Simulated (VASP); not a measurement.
# Ni (Fm-3m) in VASP: further runs

Ni is run at these levels: LDA; tasks: single point.

All numbers are computed with VASP 6.6.1; they aren't measurements. Logs are shortened: lines on timing, memory, paths and dates and some standing lists are left out, and cuts for length are marked.

## Step 1: The cell of the first run

It takes space group Fm-3m (No. 225, cubic). Conventional cell: a = 3.205 Å, b = 3.205 Å, c = 3.205 Å, α = 90.00°, β = 90.00°, γ = 90.00°. Ni (site symmetry m-3m) has 12 Ni at 2.27 Å within 3.0 Å.

## Step 2: Single point, LDA

The input, INCAR:

```
  PREC = Accurate
  ENCUT = 520
  EDIFF = 1E-6
  ISMEAR = 0
  SIGMA = 0.15
  LREAL = False
  LASPH = True
  NELM = 80
  ALGO = Normal
  ISIF = 2
  LWAVE = False
  LCHARG = True
  GGA = CA
  LELF = True
  LVHAR = True
  NBANDS = 11
```

The input, KPOINTS:

```
Automatic mesh
0
Gamma
  24 24 24
```

The input, POSCAR:

```
Ni
1.0
    0.0000000000      1.6024052366      1.6024052366
    1.6024052366      0.0000000000      1.6024052366
    1.6024052366      1.6024052366      0.0000000000
Ni
1
Direct
    0.0000000000      0.0000000000      0.0000000000
```

Potentials or basis: VASP PAW LDA potentials, release 64 (Ni).

The run is started by

```sh
$ cat potpaw_LDA.64/Ni/POTCAR > POTCAR
$ mpirun -np 1 vasp_std > vasp.out
```

OUTCAR:

```text
PREC = Accurate
   ENCUT = 520
   EDIFF = 1E-6
   ISMEAR = 0
   LREAL = False
   LASPH = True
   NELM = 80
   ISIF = 2
   GGA = CA

 ion  position               nearest neighbor table
   1  0.000  0.000  0.000-

  LATTYP: Found a face centered cubic cell.
 ALAT       =     3.2048104732

  Lattice vectors:

 A1 = (   0.0000000000,   1.6024052366,   1.6024052366)
 A2 = (   1.6024052366,   0.0000000000,   1.6024052366)
 A3 = (   1.6024052366,   1.6024052366,   0.0000000000)

Analysis of symmetry for initial positions (statically):
=====================================================================
 Subroutine PRICEL returns:
 Original cell was already a primitive cell.

 Routine SETGRP: Setting up the symmetry group for a
 face centered cubic supercell.

 Subroutine GETGRP returns: Found 48 space group operations
 (whereof 48 operations were pure point group operations)
 out of a pool of 48 trial point group operations.

The static configuration has the point symmetry O_h .

Analysis of symmetry for dynamics (positions and initial velocities):
=====================================================================
 Subroutine PRICEL returns:
 Original cell was already a primitive cell.

 Routine SETGRP: Setting up the symmetry group for a
 face centered cubic supercell.

 Subroutine GETGRP returns: Found 48 space group operations
 (whereof 48 operations were pure point group operations)
 out of a pool of 48 trial point group operations.

The dynamic configuration has the point symmetry O_h .

 Subroutine INISYM returns: Found 48 space group operations
 (whereof 48 operations are pure point group operations),
 and found     1 'primitive' translations

----------------------------------------------------------------------------------------

                                     Primitive cell

  volume of cell :       8.2290

  direct lattice vectors                    reciprocal lattice vectors
     0.000000000  1.602405237  1.602405237    -0.312030932  0.312030932  0.312030932
     1.602405237  0.000000000  1.602405237     0.312030932 -0.312030932  0.312030932
     1.602405237  1.602405237  0.000000000     0.312030932  0.312030932 -0.312030932

  length of vectors
     2.266143218  2.266143218  2.266143218     0.540453428  0.540453428  0.540453428

  position of ions in fractional coordinates (direct lattice)
     0.000000000  0.000000000  0.000000000

  ion indices of the primitive-cell ions
   primitive index   ion index
[... 74 lines left out ...]
   LREAL  =      F    real-space projection
   EDIFFG = 0.1E-04   stopping-criterion for IOM
   NSW    =      0    number of steps for IOM
   IBRION =     -1    ionic relax: 0-MD 1-quasi-New 2-CG
   NFREE  =      0    steps in history (QN), initial steepest desc. (CG)
   ISIF   =      2    stress and relaxation
   ISYM   =      2    0-nonsym 1-usesym 2-fastsym
   POTIM  = 0.5000    time-step for ionic-motion
   TEBEG  =    0.0;   TEEND  =   0.0 temperature during run
   PSTRESS=    0.0 pullay stress
   NELECT =      10.0000    total number of electrons
   NUPDOWN=      -1.0000    fix difference up-down
   EMIN   =  10.00;   EMAX   =-10.00  energy-range for DOS
   EFERMI =   0.00;   METHOD = LEGACY
   ISMEAR =     0;   SIGMA  =   0.15  broadening in eV -4-tet -1-fermi 0-gaus
   EFERMI_NEDOS =   21; number of points for ismear=-14 and -15
   IALGO  =     38    algorithm
   IMIX   =      4    mixing-type and parameters
     AMIX     =   0.40;   BMIX     =  1.00
     AMIX_MAG =   1.60;   BMIX_MAG =  1.00
  volume/ion in A,a.u.               =       8.23        55.53
  Fermi-wavevector in a.u.,A,eV,Ry     =   1.746998  3.301348 41.525022  3.052003
  Thomas-Fermi vector in A             =   2.818384
   LORBIT       =      0    0 simple, 1 ext, 2 COOP (PROOUT), +10 PAW based schemes
   GGA     = CA    functional components
   LHFCALC =     F    Hartree Fock is set to
   AEXX    =    0.0000 exact exchange contribution
   IVDW    =     0    specifies the selected vdW correction
   LEPSILON=     F    determine dielectric tensor
   LRPA    =     F    only Hartree local field effects (RPA)
 non-spin polarized calculation
 Gauss-broadening in eV      SIGMA  =   0.15
  energy-cutoff  :      520.00
  volume of cell :        8.23
 maximum number of plane-waves:       230
 NGX is ok and might be reduce to    18
   NGX =  9   NGY =  9   NGZ =  9

 number of electron      10.0000004 magnetization

 Free energy of the ion-electron system (eV)
  ---------------------------------------------------
  ext. energy  EPLUGINS =         0.00000000
  ---------------------------------------------------
  free energy    TOTEN  =        -6.19924653 eV

  energy without entropy =       -6.16955743  energy(sigma->0) =       -6.18440198

 E-fermi :  13.5827     XC(G=0): -15.3490

 val. band max:       13.5798143905   @ k =   0.5000   0.2083   0.0417
 cond. band min:      13.5844183877   @ k =  -0.4583   0.2500   0.0417
 fundamental gap:      0.0046039972
 Fermi energy:        13.5827357887

 k-point     1 :       0.0000    0.0000    0.0000
  band No.  band energies     occupation
      1       2.6121      2.00000
      2      10.7424      2.00000
      3      10.7424      2.00000
      4      10.7424      2.00000
      5      12.4555      2.00000
      6      12.4555      2.00000
      7      39.6912      0.00000
      8      45.7856      0.00000
      9      45.7856      0.00000
     10      45.7856      0.00000
     11      50.3632      0.00000
[... 309 lines left out ...]
 k-point    24 :       0.4583    0.0417    0.0000
  band No.  band energies     occupation
      1       7.2555      2.00000
      2      10.6412      2.00000
      3      10.7430      2.00000
      4      12.1149      2.00000
      5      13.5496      1.24503
      6      13.8541      0.01051
      7      22.7068      0.00000
      8      38.0204      0.00000
      9      42.4171      0.00000
     10      43.3133      0.00000
     11      47.1050      0.00000

 [... further k-points ...]
[... 5 lines left out ...]
  --------------------------------------------------------------------------------------
  -------------------------------------------------------------------------------------
  Total        4.0741674      4.0741674      4.0741674      0.0000000      0.0000000     -0.0000000
  in kB      793.2359496    793.2359496    793.2359496      0.0000000      0.0000000     -0.0000000
  external PRESSURE =     793.2359496 kB  Pullay stress =       0.0000000 kB

 VOLUME and BASIS-vectors are now :
 -----------------------------------------------------------------------------
  energy-cutoff  :      520.00
  volume of cell :        8.23
      direct lattice vectors                 reciprocal lattice vectors
     0.000000000  1.602405237  1.602405237    -0.312030932  0.312030932  0.312030932
     1.602405237  0.000000000  1.602405237     0.312030932 -0.312030932  0.312030932
     1.602405237  1.602405237  0.000000000     0.312030932  0.312030932 -0.312030932

 POSITION                                       TOTAL-FORCE (eV/Angst)
 -----------------------------------------------------------------------------------
      0.00000      0.00000      0.00000        -0.000000     -0.000000     -0.000000
 -----------------------------------------------------------------------------------
    total drift:                                0.000000     -0.000000     -0.000000

  FREE ENERGIE OF THE ION-ELECTRON SYSTEM (eV)
  ---------------------------------------------------
  free  energy   TOTEN  =        -6.1992465279 eV

  energy  without entropy=       -6.1695574272  energy(sigma->0) =       -6.18440198
```

OSZICAR:

```text
N       E                     dE             d eps       ncg     rms          rms(c)
DAV:   1     0.276116148576E+02    0.27612E+02   -0.49496E+03  9512   0.135E+03
DAV:   2    -0.634844598890E+01   -0.33960E+02   -0.32140E+02  9461   0.181E+02
DAV:   3    -0.724854678559E+01   -0.90010E+00   -0.88954E+00 10197   0.332E+01
DAV:   4    -0.725498676115E+01   -0.64400E-02   -0.64384E-02 10192   0.253E+00
DAV:   5    -0.725509735777E+01   -0.11060E-03   -0.11060E-03 10518   0.311E-01    0.144E+01
DAV:   6    -0.637228285115E+01    0.88281E+00   -0.91781E+00 11353   0.471E+01    0.514E+00
DAV:   7    -0.623313131852E+01    0.13915E+00   -0.92008E-01 10958   0.147E+01    0.331E+00
DAV:   8    -0.620036530074E+01    0.32766E-01   -0.35860E-02 13138   0.182E+00    0.526E-01
DAV:   9    -0.619922443640E+01    0.11409E-02   -0.62236E-04 12422   0.249E-01    0.406E-02
DAV:  10    -0.619924783287E+01   -0.23396E-04   -0.38335E-05 13000   0.541E-02    0.254E-02
DAV:  11    -0.619924653791E+01    0.12950E-05   -0.92182E-07  6844   0.101E-02    0.260E-03
DAV:  12    -0.619924652792E+01    0.99885E-08   -0.68769E-08  5083   0.257E-03
   1 F= -.61992465E+01 E0= -.61844020E+01  d E =-.296891E-01
```

stdout:

```text
POSCAR found type information on POSCAR Ni
 POSCAR found :  1 types and       1 ions
 scaLAPACK will be used
 LDA part: xc-table for (Slater(with rela. corr.)+CA(PZ))
 , standard interpolation
 POSCAR, INCAR and KPOINTS ok, starting setup
 FFT: planning ... GRIDC
 FFT: planning ... GRID_SOFT
 FFT: planning ... GRID
 WAVECAR not read
 entering main loop
```

Wall time 31 s (1 thread of Intel Xeon Platinum 8259CL at 2.50GHz (Skylake/Cascade Lake), shared host); peak memory 0.15 GiB.

What came out:

```
Free energy            : -6.1992 eV
Pressure               : 79.3 GPa
Band gap on the k mesh : zero (band 5 reaches 13.85 eV, above the bottom of band 6 at 12.38 eV)
```

Levels at points of the mesh, in eV from the Fermi level:
```
           k point  band 3  band 4  band 5  band 6  band 7  band 8
(0.00, 0.00, 0.00)   -2.84   -2.84   -1.13   -1.13   26.11   32.20
(0.50, 0.00, 0.00)   -2.91   -0.66   -0.01   -0.01    8.35   24.50
(0.50, 0.50, 0.00)   -0.01    0.27    0.27    2.83   12.34   17.71
```

Caveat: the run has no spin polarisation, though such a crystal can be magnetic. Spin polarisation is off, so any magnetic state and its effect on volume and gap are missing.

## Step 3: Single point, LDA

This run uses another cell than the first one, of 8.83 Å³/atom, 1.073 times its volume.

The input, INCAR:

```
SYSTEM = Ni
PREC = Accurate ; ENCUT = 520
EDIFF = 1E-6 ; ISMEAR = 0
SIGMA = 0.15 ; LREAL = .False.
LASPH = .True. ; NELM = 100
ALGO = Normal ; ISIF = 2
LWAVE = .False. ; LCHARG = .False.
NBANDS = 11
```

The input, KPOINTS:

```
regular mesh
0
Gamma
  24 24 24
  0 0 0
```

The input, POSCAR:

```
Ni
1.0
    0.0000000000      1.6405644498      1.6405644498
    1.6405644498      0.0000000000      1.6405644498
    1.6405644498      1.6405644498      0.0000000000
Ni
1
Direct
    0.0000000000      0.0000000000      0.0000000000
```

Potentials or basis: VASP PAW LDA potentials, release 64 (Ni).

The run is started by

```sh
$ cat potpaw_LDA.64/Ni/POTCAR > POTCAR
$ mpirun -np 1 vasp_std > vasp.out
```

OUTCAR:

```text
SYSTEM = Ni
   PREC = Accurate
   ENCUT = 520
   EDIFF = 1E-6
   ISMEAR = 0
   LREAL = .False.
   LASPH = .True.
   NELM = 100
   ISIF = 2

 ion  position               nearest neighbor table
   1  0.000  0.000  0.000-

  LATTYP: Found a face centered cubic cell.
 ALAT       =     3.2811288996

  Lattice vectors:

 A1 = (   0.0000000000,   1.6405644498,   1.6405644498)
 A2 = (   1.6405644498,   0.0000000000,   1.6405644498)
 A3 = (   1.6405644498,   1.6405644498,   0.0000000000)

Analysis of symmetry for initial positions (statically):
[... 508 lines left out ...]
      4      10.9503      2.00000
      5      12.2210      1.23500
      6      12.5199      0.01177
      7      20.7244      0.00000
      8      36.1628      0.00000
      9      39.7704      0.00000
     10      40.6220      0.00000
     11      44.3795      0.00000

 [... further k-points ...]
[... 5 lines left out ...]
  --------------------------------------------------------------------------------------
  -------------------------------------------------------------------------------------
  Total        2.3456492      2.3456492      2.3456492      0.0000000      0.0000000     -0.0000000
  in kB      425.5629027    425.5629027    425.5629027      0.0000000      0.0000000     -0.0000000
  external PRESSURE =     425.5629027 kB  Pullay stress =       0.0000000 kB

 VOLUME and BASIS-vectors are now :
 -----------------------------------------------------------------------------
  energy-cutoff  :      520.00
  volume of cell :        8.83
      direct lattice vectors                 reciprocal lattice vectors
     0.000000000  1.640564450  1.640564450    -0.304773153  0.304773153  0.304773153
     1.640564450  0.000000000  1.640564450     0.304773153 -0.304773153  0.304773153
     1.640564450  1.640564450  0.000000000     0.304773153  0.304773153 -0.304773153

 POSITION                                       TOTAL-FORCE (eV/Angst)
 -----------------------------------------------------------------------------------
      0.00000      0.00000      0.00000        -0.000000     -0.000000     -0.000000
 -----------------------------------------------------------------------------------
    total drift:                                0.000000     -0.000000     -0.000000

  FREE ENERGIE OF THE ION-ELECTRON SYSTEM (eV)
  ---------------------------------------------------
  free  energy   TOTEN  =        -6.4240725664 eV

  energy  without entropy=       -6.3918390054  energy(sigma->0) =       -6.40795579
```

stdout:

```text
POSCAR found type information on POSCAR Ni
 POSCAR found :  1 types and       1 ions
 scaLAPACK will be used
 LDA part: xc-table for (Slater(with rela. corr.)+CA(PZ))
 , standard interpolation
 POSCAR, INCAR and KPOINTS ok, starting setup
 FFT: planning ... GRIDC
 FFT: planning ... GRID_SOFT
 FFT: planning ... GRID
 WAVECAR not read
 entering main loop
```

It took 30 s on 1 thread of Intel Xeon Platinum 8259CL at 2.50GHz (Skylake/Cascade Lake), shared host; peak memory 0.15 GiB.

Results:

```yaml
Free_energy: -6.4241 eV
Pressure: 42.6 GPa
Band_gap_on_the_k_mesh: zero (band 5 reaches 12.49 eV, above the bottom of band 6 at 11.17 eV)
```

Levels at points of the mesh, in eV from the Fermi level:
```
           k point  band 3  band 4  band 5  band 6  band 7  band 8
(0.00, 0.00, 0.00)   -2.56   -2.56   -1.01   -1.01   25.59   31.08
(0.50, 0.00, 0.00)   -2.62   -0.51   -0.01   -0.01    7.71   24.00
(0.50, 0.50, 0.00)   -0.01    0.24    0.24    2.76   11.58   16.98
```

Caveat: the run has no spin polarisation, though such a crystal can be magnetic. Spin polarisation is off, so any magnetic state and its effect on volume and gap are missing.
